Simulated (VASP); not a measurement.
# WS4 in VASP: single point with PBEsol

Aim: the single point of WS4 with PBEsol.

Everything below comes from runs of VASP 6.6.1. Logs are shortened: lines on timing, memory, paths and dates and some standing lists are left out, and cuts for length are marked.

## Step 1: The cell of the first run

The cell holds a slab with vacuum, 5 atoms: a = 3.146 Å, b = 3.146 Å, c = 47.773 Å, α = 90.00°, β = 90.00°, γ = 120.00°.

## Step 2: Single point, PBEsol

INCAR reads:

```
PREC = Accurate
ENCUT = 520
EDIFF = 1E-6
ISMEAR = 0
SIGMA = 0.05
LREAL = F
LASPH = T
NELM = 100
ALGO = Normal
ISIF = 2
LWAVE = F
LCHARG = F
LDIPOL = T
IDIPOL = 3
DIPOL = 0.5 0.5 0.500
GGA = PS
NBANDS = 27
```

KPOINTS reads:

```
Automatic mesh
0
Gamma
  9 9 1
```

POSCAR reads:

```
WS4
1.0
    3.1457762207      0.0000000000      0.0000000000
   -1.5728881103      2.7243221217      0.0000000000
    0.0000000000      0.0000000000     47.7730411408
S W
4 1
Direct
    0.6666666667      0.3333333333      0.1779246160
    0.6666666667      0.3333333333      0.4672011572
    0.6666666667      0.3333333333      0.5327988428
    0.6666666667      0.3333333333      0.8220753840
    0.3333333333      0.6666666667      0.5000000000
```

Potentials or basis: VASP PAW PBE potentials, release 64 (S, W_sv).

Started as:

```sh
$ cat potpaw_PBE.64/S/POTCAR potpaw_PBE.64/W_sv/POTCAR > POTCAR
$ mpirun -np 1 vasp_std > vasp.out
```

OUTCAR:

```text
PREC = Accurate
   ENCUT = 520
   EDIFF = 1E-6
   ISMEAR = 0
   LREAL = F
   LASPH = T
   NELM = 100
   ISIF = 2
   GGA = PS

 ion  position               nearest neighbor table
   1  0.667  0.333  0.178-
   2  0.667  0.333  0.467-   5 2.40   5 2.40   5 2.40
   3  0.667  0.333  0.533-   5 2.40   5 2.40   5 2.40
   4  0.667  0.333  0.822-
   5  0.333  0.667  0.500-   2 2.40   3 2.40   2 2.40   3 2.40   2 2.40   3 2.40

  LATTYP: Found a hexagonal cell.
 ALAT       =     3.1457762207
 C/A-ratio  =    15.1864079925

  Lattice vectors:

 A1 = (   3.1457762207,   0.0000000000,   0.0000000000)
 A2 = (  -1.5728881103,   2.7243221217,   0.0000000000)
 A3 = (   0.0000000000,   0.0000000000,  47.7730411408)

Analysis of symmetry for initial positions (statically):
=====================================================================
 Subroutine PRICEL returns:
 Original cell was already a primitive cell.

 Routine SETGRP: Setting up the symmetry group for a
 hexagonal supercell.

 Subroutine GETGRP returns: Found 12 space group operations
 (whereof 12 operations were pure point group operations)
 out of a pool of 24 trial point group operations.

The static configuration has the point symmetry D_3h.

Analysis of symmetry for dynamics (positions and initial velocities):
=====================================================================
 Subroutine PRICEL returns:
 Original cell was already a primitive cell.

 Routine SETGRP: Setting up the symmetry group for a
 hexagonal supercell.

 Subroutine GETGRP returns: Found 12 space group operations
 (whereof 12 operations were pure point group operations)
 out of a pool of 24 trial point group operations.

The dynamic configuration has the point symmetry D_3h.

 Subroutine INISYM returns: Found 12 space group operations
 (whereof 12 operations are pure point group operations),
 and found     1 'primitive' translations

----------------------------------------------------------------------------------------

                                     Primitive cell

  volume of cell :     409.4201

  direct lattice vectors                    reciprocal lattice vectors
     3.145776221  0.000000000  0.000000000     0.317886566  0.183531894  0.000000000
    -1.572888110  2.724322122  0.000000000     0.000000000  0.367063789  0.000000000
     0.000000000  0.000000000 47.773041141     0.000000000  0.000000000  0.020932308

  length of vectors
     3.145776221  3.145776221 47.773041141     0.367063789  0.367063789  0.020932308

  position of ions in fractional coordinates (direct lattice)
     0.666666667  0.333333333  0.177924616
     0.666666667  0.333333333  0.467201157
     0.666666667  0.333333333  0.532798843
     0.666666667  0.333333333  0.822075384
     0.333333333  0.666666667  0.500000000

  ion indices of the primitive-cell ions
   primitive index   ion index
                 1           1
                 2           2
                 3           3
                 4           4
                 5           5

----------------------------------------------------------------------------------------

 KPOINTS: Automatic mesh

Automatic generation of k-mesh.
 Grid dimensions read from file:
 generate k-points for:    9    9    1

 Generating k-lattice:

  Cartesian coordinates                     Fractional coordinates (reciprocal lattice)
     0.035320730  0.020392433  0.000000000     0.111111111 -0.000000000  0.000000000
     0.000000000  0.040784865  0.000000000     0.000000000  0.111111111  0.000000000
     0.000000000  0.000000000  0.020932308     0.000000000  0.000000000  1.000000000

  Length of vectors
     0.040784865  0.040784865  0.020932308

  Shift w.r.t. Gamma in fractional coordinates (k-lattice)
     0.000000000  0.000000000  0.000000000

 Subroutine IBZKPT returns following result:
 ===========================================

 Found     12 irreducible k-points:

 Following reciprocal coordinates:
            Coordinates               Weight
  0.000000  0.000000  0.000000      1.000000
  0.111111  0.000000  0.000000      6.000000
  0.222222  0.000000  0.000000      6.000000
  0.333333  0.000000  0.000000      6.000000
  0.444444  0.000000  0.000000      6.000000
  0.111111  0.111111  0.000000      6.000000
  0.222222  0.111111  0.000000     12.000000
  0.333333  0.111111  0.000000     12.000000
  0.444444  0.111111  0.000000      6.000000
  0.222222  0.222222  0.000000      6.000000
  0.333333  0.222222  0.000000     12.000000
  0.333333  0.333333  0.000000      2.000000
   k-points           NKPTS =     12   k-points in BZ     NKDIM =     12   number of bands    NBANDS=     27
   number of dos      NEDOS =    301   number of ions     NIONS =      5
   total plane-waves  NPLWV = 207360
   dimension x,y,z NGX =    24 NGY =   24 NGZ =  360
   dimension x,y,z NGXF=    48 NGYF=   48 NGZF=  720
   ions per type =               4   1
   NGX,Y,Z   is equivalent  to a cutoff of  12.68, 12.68, 12.53 a.u.
   NGXF,Y,Z  is equivalent  to a cutoff of  25.37, 25.37, 25.06 a.u.
 SYSTEM =  unknown system
   PREC   = accura    normal or accurate (medium, high low for compatibility)
   ISTART =      0    job   : 0-new  1-cont  2-samecut
   ICHARG =      2    charge: 1-file 2-atom 10-const
   ISPIN  =      1    spin polarized calculation?
   LNONCOLLINEAR =      F non collinear calculations
   LSORBIT =      F    spin-orbit coupling
   LASPH  =      T    aspherical Exc in radial PAW
   ENCUT  =  520.0 eV  38.22 Ry    6.18 a.u.   5.85  5.85 88.83*2*pi/ulx,y,z
   NELM   =    100;   NELMIN=  2; NELMDL= -5     # of ELM steps
   EDIFF  = 0.1E-05   stopping-criterion for ELM
   LREAL  =      F    real-space projection
   EDIFFG = 0.1E-04   stopping-criterion for IOM
   NSW    =      0    number of steps for IOM
   IBRION =     -1    ionic relax: 0-MD 1-quasi-New 2-CG
   NFREE  =      0    steps in history (QN), initial steepest desc. (CG)
   ISIF   =      2    stress and relaxation
   ISYM   =      2    0-nonsym 1-usesym 2-fastsym
   POTIM  = 0.5000    time-step for ionic-motion
   TEBEG  =    0.0;   TEEND  =   0.0 temperature during run
   PSTRESS=    0.0 pullay stress
   NELECT =      38.0000    total number of electrons
   NUPDOWN=      -1.0000    fix difference up-down
   EMIN   =  10.00;   EMAX   =-10.00  energy-range for DOS
   EFERMI =   0.00;   METHOD = LEGACY
   ISMEAR =     0;   SIGMA  =   0.05  broadening in eV -4-tet -1-fermi 0-gaus
   EFERMI_NEDOS =   21; number of points for ismear=-14 and -15
   IALGO  =     38    algorithm
   IMIX   =      4    mixing-type and parameters
     AMIX     =   0.40;   BMIX     =  1.00
     AMIX_MAG =   1.60;   BMIX_MAG =  1.00
  volume/ion in A,a.u.               =      81.88       552.58
  Fermi-wavevector in a.u.,A,eV,Ry     =   0.741219  1.400700  7.475109  0.549405
  Thomas-Fermi vector in A             =   1.835807
   LORBIT       =      0    0 simple, 1 ext, 2 COOP (PROOUT), +10 PAW based schemes
   GGA     = PS    functional components
   LHFCALC =     F    Hartree Fock is set to
   AEXX    =    0.0000 exact exchange contribution
   IVDW    =     0    specifies the selected vdW correction
   LEPSILON=     F    determine dielectric tensor
   LRPA    =     F    only Hartree local field effects (RPA)
 non-spin polarized calculation
 Gauss-broadening in eV      SIGMA  =   0.05
  energy-cutoff  :      520.00
  volume of cell :      409.42
 maximum number of plane-waves:     11082
 NGX is ok and might be reduce to    24
   NGX = 11   NGY = 11   NGZ =177

 dipolmoment           0.000000      0.000000     -0.000000 electrons x Angstroem

 number of electron      37.9999994 magnetization

 dipolmoment           0.000000      0.000000      0.000000 electrons x Angstroem

 Free energy of the ion-electron system (eV)
  ---------------------------------------------------
  ext. energy  EPLUGINS =         0.00000000
  ---------------------------------------------------
  free energy    TOTEN  =       -29.84212151 eV

  energy without entropy =      -29.82563495  energy(sigma->0) =      -29.83387823

 E-fermi :  -3.8548     XC(G=0):  -3.1947

 val. band max:       -3.8703756503   @ k =   0.1111   0.1111   0.0000
 cond. band min:      -3.8297540154   @ k =   0.4444   0.1111   0.0000
 fundamental gap:      0.0406216349
 Fermi energy:        -3.8548146352

 k-point     1 :       0.0000    0.0000    0.0000
  band No.  band energies     occupation
      1     -77.7905      2.00000
      2     -42.0648      2.00000
      3     -41.8758      2.00000
      4     -41.8758      2.00000
      5     -18.7643      2.00000
      6     -17.0674      2.00000
[... 19 lines left out ...]
     26       1.3478      0.00000
     27       1.7814      0.00000

 k-point     2 :       0.1111    0.0000    0.0000
  band No.  band energies     occupation
      1     -77.7882      2.00000
      2     -42.0565      2.00000
      3     -41.9214      2.00000
      4     -41.8863      2.00000
      5     -18.5509      2.00000
      6     -16.9890      2.00000
[... 19 lines left out ...]
     26       1.8733      0.00000
     27       2.0287      0.00000

 k-point     3 :       0.2222    0.0000    0.0000
  band No.  band energies     occupation
      1     -77.7823      2.00000
      2     -42.0355      2.00000
      3     -42.0353      2.00000
      4     -41.9129      2.00000
      5     -17.9681      2.00000
      6     -16.7766      2.00000
[... 234 lines left out ...]
      1     -77.7692      2.00000
      2     -42.1985      2.00000
      3     -42.0548      2.00000
      4     -41.9890      2.00000
      5     -16.3239      2.00000
      6     -16.1684      2.00000
[... 19 lines left out ...]
     26       2.5049      0.00000
     27       4.2789      0.00000

 k-point    12 :       0.3333    0.3333    0.0000
  band No.  band energies     occupation
      1     -77.7680      2.00000
      2     -42.1593      2.00000
      3     -42.1218      2.00000
      4     -41.9849      2.00000
      5     -16.1477      2.00000
      6     -16.0890      2.00000
[... 19 lines left out ...]
     26       2.8122      0.00000
     27       3.3383      0.00000

------------------------ aborting loop because EDIFF is reached ----------------------------------------

 vacuum level on the upper side and lower side of the slab       (xc-potential included)        -0.005        -0.005

  FORCE on cell =-STRESS in cart. coord.  units (eV):
  Direction    XX          YY          ZZ          XY          YZ          ZX
  --------------------------------------------------------------------------------------
  -------------------------------------------------------------------------------------
  Total       -7.1406160     -7.1406160      0.0201585     -0.0000000      0.0000000      0.0000000
  in kB      -27.9432610    -27.9432610      0.0788861     -0.0000000      0.0000000      0.0000000
  external PRESSURE =     -18.6025453 kB  Pullay stress =       0.0000000 kB

 VOLUME and BASIS-vectors are now :
 -----------------------------------------------------------------------------
  energy-cutoff  :      520.00
  volume of cell :      409.42
      direct lattice vectors                 reciprocal lattice vectors
     3.145776221  0.000000000  0.000000000     0.317886566  0.183531894  0.000000000
    -1.572888110  2.724322122  0.000000000     0.000000000  0.367063789  0.000000000
     0.000000000  0.000000000 47.773041141     0.000000000  0.000000000  0.020932308

 POSITION                                       TOTAL-FORCE (eV/Angst)
 -----------------------------------------------------------------------------------
      1.57289      0.90811      8.50000         0.000000      0.000000      0.000735
      1.57289      0.90811     22.31962        -0.000000     -0.000000     -0.029945
      1.57289      0.90811     25.45342        -0.000000     -0.000000      0.029945
      1.57289      0.90811     39.27304         0.000000      0.000000     -0.000735
     -0.00000      1.81621     23.88652         0.000000     -0.000000     -0.000000
 -----------------------------------------------------------------------------------
    total drift:                               -0.000000      0.000000     -0.000000

  FREE ENERGIE OF THE ION-ELECTRON SYSTEM (eV)
  ---------------------------------------------------
  free  energy   TOTEN  =       -29.8421215095 eV

  energy  without entropy=      -29.8256349454  energy(sigma->0) =      -29.83387823

 vacuum level on the upper side and lower side of the slab         3.088         3.088
```

It took 3.6 min on 1 thread of Intel Xeon 6975P-C (Granite Rapids), shared host; peak memory 0.54 GiB.

Results:

```
Free energy            : -29.8421 eV
Largest force          : 0.030 eV/Å
Band gap on the k mesh : zero (band 19 reaches -1.97 eV, above the bottom of band 20 at -4.17 eV)
```

Forces on the atoms (eV/Å):
```
S    0.000  0.000  0.001
S    0.000  0.000 -0.030
S    0.000  0.000  0.030
S    0.000  0.000 -0.001
W    0.000  0.000  0.000
```

Caveat: the PAW data sets were made with another functional, which shifts forces and pressure a little; spin-orbit coupling is left out, which moves the levels of the heavy elements.
